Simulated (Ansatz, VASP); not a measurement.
CaHf7O15: VASP beside Ansatz

```
Ca Hf O
1.0
    10.37097   -0.01709    0.16286
    -0.00864    5.21139   -0.01174
    -0.80871   -0.01039    5.30692
Ca Hf O
1 7 15
Direct
  0.13123 0.48047 0.72853
  0.63223 0.45256 0.70488
  0.36084 0.95445 0.81167
  0.83958 0.94694 0.76713
  0.35961 0.53207 0.30833
  0.87240 0.55418 0.27353
  0.15126 0.02174 0.25463
  0.63491 0.04124 0.20656
  0.23402 0.74979 0.01949
  0.72369 0.73510 0.97183
  0.28047 0.23188 0.53914
  0.78053 0.25028 0.51688
  0.26328 0.24021 0.04655
  0.77670 0.25391 0.00849
  0.23479 0.75763 0.50471
  0.71767 0.75384 0.47231
  0.02686 0.31838 0.31466
  0.53391 0.32034 0.35614
  0.47252 0.81648 0.16105
  0.97232 0.83440 0.08327
  0.46718 0.66649 0.66168
  0.96562 0.75186 0.58457
  0.53422 0.16649 0.85770
```

Alike in both runs: functional PBE; k mesh 2 × 4 × 4; occupations gaussian, width 0.1 eV; no spin polarisation.

Ansatz relaxed the structure, and its values are those at the end. VASP's run is a single point on that final structure, the one shown.

|  | VASP | Ansatz |
| --- | --- | --- |
| version | VASP 6.6.1 | Ansatz 0.2.0 |
| potentials or method | VASP PAW PBE potentials, release 64 (Ca_sv, Hf_pv, O), cutoff 600 eV | scalar-relativistic, plane waves, PAW |
| valence electrons in the cell | 170 | 282 |

```tsv
	VASP	Ansatz	Ansatz less VASP
gap on the k mesh at the Fermi level (eV)	3.18	3.21	+0.032
least direct gap on the mesh (eV)	3.18	3.21	+0.032
pressure (GPa)	-2.7	0.0	+2.70
rms of the force components (eV/Å)	0.059	0.006	-0.0522
```

The functional is the same, so the differences come from potentials, cutoffs and numerics. VASP's potentials hold 170 valence electrons a cell and Ansatz's 282, so a difference there can come from the potentials and not from the codes.

Neither program's run includes spin-orbit coupling.
